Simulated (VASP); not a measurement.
# LaTaTl3 (Pm-3m) in VASP: notebook

Runs on LaTaTl3. Level: PBE. Tasks: single point, relaxation of cell and atoms.

Everything below comes from runs of VASP 6.6.1. Logs are shortened: lines on timing, memory, paths and dates and some standing lists are left out, and cuts for length are marked.

## 1. The cell of the first run

It takes space group Pm-3m (No. 221, cubic). The conventional cell has a = 5.438 Å, b = 5.438 Å, c = 5.438 Å, α = 90.00°, β = 90.00°, γ = 90.00°. Within 5.0 Å of La (site symmetry m-3m) lie 12 Tl at 3.85 Å and 8 Ta at 4.71 Å. Ta (site symmetry m-3m) has 6 Tl at 2.72 Å within 3.6 Å. Tl (site symmetry 4/mmm) has 2 Ta at 2.72 Å within 3.6 Å.

The cell was generated, and may not be a known phase.

## 2. Single point, PBE

INCAR

```
SYSTEM = LaTaTl3
PREC = Accurate
ENCUT = 520
EDIFF = 1E-7
ISMEAR = 0
SIGMA = 0.1
LREAL = .FALSE.
LASPH = .TRUE.
NELM = 80
ALGO = Normal
ISIF = 2
LWAVE = .FALSE.
LCHARG = .TRUE.
GGA = PE
LELF = .TRUE.
LVHAR = .TRUE.
NBANDS = 38
```

KPOINTS

```
regular mesh
0
G
  4 4 4
  0 0 0
```

POSCAR

```
LaTaTl3
1.0
    5.4379695100      0.0000000000      0.0000000000
    0.0000000000      5.4379695100      0.0000000000
    0.0000000000      0.0000000000      5.4379695100
La Ta Tl
1 1 3
Direct
    0.5000000000      0.5000000000      0.5000000000
    0.0000000000      0.0000000000      0.0000000000
    0.5000000000      0.0000000000      0.0000000000
    0.0000000000      0.5000000000      0.0000000000
    0.0000000000      0.0000000000      0.5000000000
```

Potentials or basis: VASP PAW PBE potentials, release 64 (La, Ta_pv, Tl_d).

Launch:

```
$ cat potpaw_PBE.64/La/POTCAR potpaw_PBE.64/Ta_pv/POTCAR potpaw_PBE.64/Tl_d/POTCAR > POTCAR
$ mpirun -np 1 vasp_std > vasp.out
```

OUTCAR:

```text
SYSTEM = LaTaTl3
   PREC = Accurate
   ENCUT = 520
   EDIFF = 1E-7
   ISMEAR = 0
   LREAL = .FALSE.
   LASPH = .TRUE.
   NELM = 80
   ISIF = 2
   GGA = PE

 ion  position               nearest neighbor table
   1  0.500  0.500  0.500-   3 3.85   4 3.85   5 3.85   3 3.85   4 3.85   3 3.85   5 3.85   3 3.85
                             4 3.85   5 3.85   4 3.85   5 3.85
   2  0.000  0.000  0.000-   3 2.72   4 2.72   5 2.72   5 2.72   4 2.72   3 2.72
   3  0.500  0.000  0.000-   2 2.72   2 2.72   4 3.85   5 3.85   1 3.85   5 3.85   1 3.85   4 3.85
                             1 3.85   1 3.85   4 3.85   5 3.85   5 3.85   4 3.85
   4  0.000  0.500  0.000-   2 2.72   2 2.72   3 3.85   5 3.85   1 3.85   5 3.85   1 3.85   3 3.85
                             5 3.85   5 3.85   1 3.85   3 3.85   1 3.85   3 3.85
   5  0.000  0.000  0.500-   2 2.72   2 2.72   3 3.85   4 3.85   1 3.85   3 3.85   4 3.85   1 3.85
                             4 3.85   4 3.85   1 3.85   3 3.85   3 3.85   1 3.85

  LATTYP: Found a simple cubic cell.
 ALAT       =     5.4379695100

  Lattice vectors:

 A1 = (   5.4379695100,   0.0000000000,   0.0000000000)
 A2 = (   0.0000000000,   5.4379695100,   0.0000000000)
 A3 = (   0.0000000000,   0.0000000000,   5.4379695100)

Analysis of symmetry for initial positions (statically):
=====================================================================
 Subroutine PRICEL returns:
 Original cell was already a primitive cell.

 Routine SETGRP: Setting up the symmetry group for a
 simple cubic supercell.

 Subroutine GETGRP returns: Found 48 space group operations
 (whereof 48 operations were pure point group operations)
 out of a pool of 48 trial point group operations.

The static configuration has the point symmetry O_h .

Analysis of symmetry for dynamics (positions and initial velocities):
=====================================================================
 Subroutine PRICEL returns:
 Original cell was already a primitive cell.

 Routine SETGRP: Setting up the symmetry group for a
 simple cubic supercell.

 Subroutine GETGRP returns: Found 48 space group operations
 (whereof 48 operations were pure point group operations)
 out of a pool of 48 trial point group operations.

The dynamic configuration has the point symmetry O_h .

 Subroutine INISYM returns: Found 48 space group operations
 (whereof 48 operations are pure point group operations),
 and found     1 'primitive' translations

----------------------------------------------------------------------------------------

                                     Primitive cell

  volume of cell :     160.8090

  direct lattice vectors                    reciprocal lattice vectors
     5.437969510  0.000000000  0.000000000     0.183892168  0.000000000  0.000000000
     0.000000000  5.437969510  0.000000000     0.000000000  0.183892168  0.000000000
     0.000000000  0.000000000  5.437969510     0.000000000  0.000000000  0.183892168

  length of vectors
     5.437969510  5.437969510  5.437969510     0.183892168  0.183892168  0.183892168

  position of ions in fractional coordinates (direct lattice)
     0.500000000  0.500000000  0.500000000
     0.000000000  0.000000000  0.000000000
     0.500000000  0.000000000  0.000000000
     0.000000000  0.500000000  0.000000000
     0.000000000  0.000000000  0.500000000

  ion indices of the primitive-cell ions
   primitive index   ion index
                 1           1
                 2           2
                 3           3
                 4           4
                 5           5

----------------------------------------------------------------------------------------

 KPOINTS: regular mesh

Automatic generation of k-mesh.
 Grid dimensions read from file:
 generate k-points for:    4    4    4

 Generating k-lattice:

  Cartesian coordinates                     Fractional coordinates (reciprocal lattice)
     0.045973042  0.000000000  0.000000000     0.250000000  0.000000000  0.000000000
     0.000000000  0.045973042  0.000000000     0.000000000  0.250000000  0.000000000
     0.000000000  0.000000000  0.045973042     0.000000000  0.000000000  0.250000000

  Length of vectors
     0.045973042  0.045973042  0.045973042

  Shift w.r.t. Gamma in fractional coordinates (k-lattice)
     0.000000000  0.000000000  0.000000000

 Subroutine IBZKPT returns following result:
 ===========================================

 Found     10 irreducible k-points:

 Following reciprocal coordinates:
            Coordinates               Weight
  0.000000  0.000000  0.000000      1.000000
  0.250000  0.000000  0.000000      6.000000
  0.500000  0.000000  0.000000      3.000000
  0.250000  0.250000  0.000000     12.000000
  0.500000  0.250000  0.000000     12.000000
  0.500000  0.500000  0.000000      3.000000
  0.250000  0.250000  0.250000      8.000000
  0.500000  0.250000  0.250000     12.000000
  0.500000  0.500000  0.250000      6.000000
  0.500000  0.500000  0.500000      1.000000
   k-points           NKPTS =     10   k-points in BZ     NKDIM =     10   number of bands    NBANDS=     38
   number of dos      NEDOS =    301   number of ions     NIONS =      5
   total plane-waves  NPLWV =  64000
   dimension x,y,z NGX =    40 NGY =   40 NGZ =   40
   dimension x,y,z NGXF=    80 NGYF=   80 NGZF=   80
   ions per type =               1   1   3
   NGX,Y,Z   is equivalent  to a cutoff of  12.23, 12.23, 12.23 a.u.
   NGXF,Y,Z  is equivalent  to a cutoff of  24.46, 24.46, 24.46 a.u.
 SYSTEM =  LaTaTl3
   PREC   = accura    normal or accurate (medium, high low for compatibility)
   ISTART =      0    job   : 0-new  1-cont  2-samecut
   ICHARG =      2    charge: 1-file 2-atom 10-const
   ISPIN  =      1    spin polarized calculation?
   LNONCOLLINEAR =      F non collinear calculations
   LSORBIT =      F    spin-orbit coupling
   LASPH  =      T    aspherical Exc in radial PAW
   ENCUT  =  520.0 eV  38.22 Ry    6.18 a.u.  10.11 10.11 10.11*2*pi/ulx,y,z
   NELM   =     80;   NELMIN=  2; NELMDL= -5     # of ELM steps
   EDIFF  = 0.1E-06   stopping-criterion for ELM
   LREAL  =      F    real-space projection
   EDIFFG = 0.1E-05   stopping-criterion for IOM
   NSW    =      0    number of steps for IOM
   IBRION =     -1    ionic relax: 0-MD 1-quasi-New 2-CG
   NFREE  =      0    steps in history (QN), initial steepest desc. (CG)
   ISIF   =      2    stress and relaxation
   ISYM   =      2    0-nonsym 1-usesym 2-fastsym
   POTIM  = 0.5000    time-step for ionic-motion
   TEBEG  =    0.0;   TEEND  =   0.0 temperature during run
   PSTRESS=    0.0 pullay stress
   NELECT =      61.0000    total number of electrons
   NUPDOWN=      -1.0000    fix difference up-down
   EMIN   =  10.00;   EMAX   =-10.00  energy-range for DOS
   EFERMI =   0.00;   METHOD = LEGACY
   ISMEAR =     0;   SIGMA  =   0.10  broadening in eV -4-tet -1-fermi 0-gaus
   EFERMI_NEDOS =   21; number of points for ismear=-14 and -15
   IALGO  =     38    algorithm
   IMIX   =      4    mixing-type and parameters
     AMIX     =   0.40;   BMIX     =  1.00
     AMIX_MAG =   1.60;   BMIX_MAG =  1.00
  volume/ion in A,a.u.               =      32.16       217.04
  Fermi-wavevector in a.u.,A,eV,Ry     =   1.185081  2.239478 19.108251  1.404417
  Thomas-Fermi vector in A             =   2.321282
   LORBIT       =      0    0 simple, 1 ext, 2 COOP (PROOUT), +10 PAW based schemes
   GGA     = PE    functional components
   LHFCALC =     F    Hartree Fock is set to
   AEXX    =    0.0000 exact exchange contribution
   IVDW    =     0    specifies the selected vdW correction
   LEPSILON=     F    determine dielectric tensor
   LRPA    =     F    only Hartree local field effects (RPA)
 non-spin polarized calculation
 Gauss-broadening in eV      SIGMA  =   0.10
  energy-cutoff  :      520.00
  volume of cell :      160.81
 maximum number of plane-waves:      4385
   NGX = 21   NGY = 21   NGZ = 21

 number of electron      60.9999988 magnetization

 Free energy of the ion-electron system (eV)
  ---------------------------------------------------
  ext. energy  EPLUGINS =         0.00000000
  ---------------------------------------------------
  free energy    TOTEN  =       -21.81053189 eV

  energy without entropy =      -21.79354741  energy(sigma->0) =      -21.80203965

 E-fermi :   5.6289     XC(G=0):  -9.6317

 val. band max:        5.5996004729   @ k =   0.2500   0.0000   0.0000
 cond. band min:       5.7030796418   @ k =   0.5000   0.2500   0.0000
 fundamental gap:      0.1034791689
 Fermi energy:         5.6289247900

 k-point     1 :       0.0000    0.0000    0.0000
  band No.  band energies     occupation
      1     -28.8207      2.00000
      2     -28.8207      2.00000
      3     -28.8207      2.00000
      4     -28.4956      2.00000
      5     -12.0821      2.00000
      6     -12.0821      2.00000
[... 30 lines left out ...]
     37       6.4093      0.00000
     38       6.4093      0.00000

 k-point     2 :       0.2500    0.0000    0.0000
  band No.  band energies     occupation
      1     -28.8271      2.00000
      2     -28.8209      2.00000
      3     -28.8209      2.00000
      4     -28.4954      2.00000
      5     -12.0936      2.00000
      6     -12.0826      2.00000
[... 30 lines left out ...]
     37       6.3941      0.00000
     38       6.3942      0.00000

 k-point     3 :       0.5000    0.0000    0.0000
  band No.  band energies     occupation
      1     -28.8335      2.00000
      2     -28.8210      2.00000
      3     -28.8210      2.00000
      4     -28.4952      2.00000
      5     -12.1051      2.00000
      6     -12.0831      2.00000
[... 30 lines left out ...]
     37       6.3513      0.00000
[... 207 lines left out ...]
 k-point     9 :       0.5000    0.5000    0.2500
  band No.  band energies     occupation
      1     -28.8338      2.00000
      2     -28.8338      2.00000
      3     -28.8276      2.00000
      4     -28.4947      2.00000
      5     -12.0979      2.00000
      6     -12.0979      2.00000
[... 30 lines left out ...]
     37       6.3037      0.00000
     38       6.3780      0.00000

 k-point    10 :       0.5000    0.5000    0.5000
  band No.  band energies     occupation
      1     -28.8339      2.00000
      2     -28.8339      2.00000
      3     -28.8339      2.00000
      4     -28.4946      2.00000
      5     -12.0956      2.00000
      6     -12.0956      2.00000
[... 30 lines left out ...]
     37       6.2832      0.00000
     38       6.3622      0.00000

------------------------ aborting loop because EDIFF is reached ----------------------------------------

  FORCE on cell =-STRESS in cart. coord.  units (eV):
  Direction    XX          YY          ZZ          XY          YZ          ZX
  --------------------------------------------------------------------------------------
  -------------------------------------------------------------------------------------
  Total       -0.7021096     -0.7021096     -0.7021096      0.0000000      0.0000000     -0.0000000
  in kB       -6.9952814     -6.9952814     -6.9952814      0.0000000      0.0000000     -0.0000000
  external PRESSURE =      -6.9952814 kB  Pullay stress =       0.0000000 kB

 VOLUME and BASIS-vectors are now :
 -----------------------------------------------------------------------------
  energy-cutoff  :      520.00
  volume of cell :      160.81
      direct lattice vectors                 reciprocal lattice vectors
     5.437969510  0.000000000  0.000000000     0.183892168  0.000000000  0.000000000
     0.000000000  5.437969510  0.000000000     0.000000000  0.183892168  0.000000000
     0.000000000  0.000000000  5.437969510     0.000000000  0.000000000  0.183892168

 POSITION                                       TOTAL-FORCE (eV/Angst)
 -----------------------------------------------------------------------------------
      2.71898      2.71898      2.71898         0.000000      0.000000      0.000000
      0.00000      0.00000      0.00000         0.000000      0.000000      0.000000
      2.71898      0.00000      0.00000         0.000000      0.000000      0.000000
      0.00000      2.71898      0.00000         0.000000      0.000000      0.000000
      0.00000      0.00000      2.71898         0.000000      0.000000      0.000000
 -----------------------------------------------------------------------------------
    total drift:                               -0.000000      0.000000     -0.000000

  FREE ENERGIE OF THE ION-ELECTRON SYSTEM (eV)
  ---------------------------------------------------
  free  energy   TOTEN  =       -21.8105318932 eV

  energy  without entropy=      -21.7935474054  energy(sigma->0) =      -21.80203965
```

Run time: 56 s. Hardware: 1 thread of Intel Xeon Platinum 8488C (Sapphire Rapids), shared host; peak memory 0.28 GiB.

What came out:

```
Free energy            : -21.8105 eV
Pressure               : -0.7 GPa
Band gap on the k mesh : zero (an odd number of electrons rules out a gap without spin polarisation)
```

Caveat: spin-orbit coupling is left out, which moves the levels of the heavy elements.

## 3. Single point, PBE

This run uses another cell than the first one, of 31.72 Å³/atom.

INCAR

```
SYSTEM = LaTaTl3
PREC = Accurate
ENCUT = 520
EDIFF = 1E-7
ISMEAR = 0
SIGMA = 0.1
LREAL = .False.
LASPH = .True.
NELM = 60
ALGO = Fast
ISIF = 2
LWAVE = .False.
LCHARG = .False.
GGA = PE
NBANDS = 38
```

KPOINTS

```
Automatic mesh
0
Gamma
  8 8 8
  0 0 0
```

POSCAR, as its differences from that of step 2:

```diff
@@ -2,5 +2,5 @@
 1.0
-    5.4379695100      0.0000000000      0.0000000000
-    0.0000000000      5.4379695100      0.0000000000
-    0.0000000000      0.0000000000      5.4379695100
+    5.4130984544      0.0000000000      0.0000000000
+    0.0000000000      5.4130984544      0.0000000000
+    0.0000000000      0.0000000000      5.4130984544
 La Ta Tl
```

Potentials or basis: VASP PAW PBE potentials, release 64 (La, Ta_pv, Tl_d).

Launch:

```
$ cat potpaw_PBE.64/La/POTCAR potpaw_PBE.64/Ta_pv/POTCAR potpaw_PBE.64/Tl_d/POTCAR > POTCAR
$ mpirun -np 1 vasp_std > vasp.out
```

It took 8.2 min on 1 thread of Intel Xeon Platinum 8488C (Sapphire Rapids), shared host; peak memory 0.41 GiB.

It converged, with:

```
Free energy            : -21.7953 eV
Pressure               : -0.1 GPa
Band gap on the k mesh : zero (an odd number of electrons rules out a gap without spin polarisation)
```

Levels at points of the mesh, in eV from the Fermi level:
| k point | band 29 | band 30 | band 31 | band 32 | band 33 | band 34 |
| --- | --- | --- | --- | --- | --- | --- |
| (0.00, 0.00, 0.00) | 0.41 | 0.41 | 0.41 | 0.43 | 0.43 | 0.43 |
| (0.50, 0.00, 0.00) | -0.82 | -0.82 | -0.77 | 0.07 | 0.44 | 0.55 |
| (0.50, 0.50, 0.00) | -1.32 | -1.26 | 0.36 | 0.38 | 0.38 | 0.57 |
| (0.50, 0.50, 0.50) | -2.47 | -1.27 | -1.27 | 0.55 | 0.55 | 0.55 |

Caveat: spin-orbit coupling is left out, which moves the levels of the heavy elements.

(Continued in part 2 of 2.)

The gap in the log of VASP goes by the Fermi energy; the results here count the filled bands.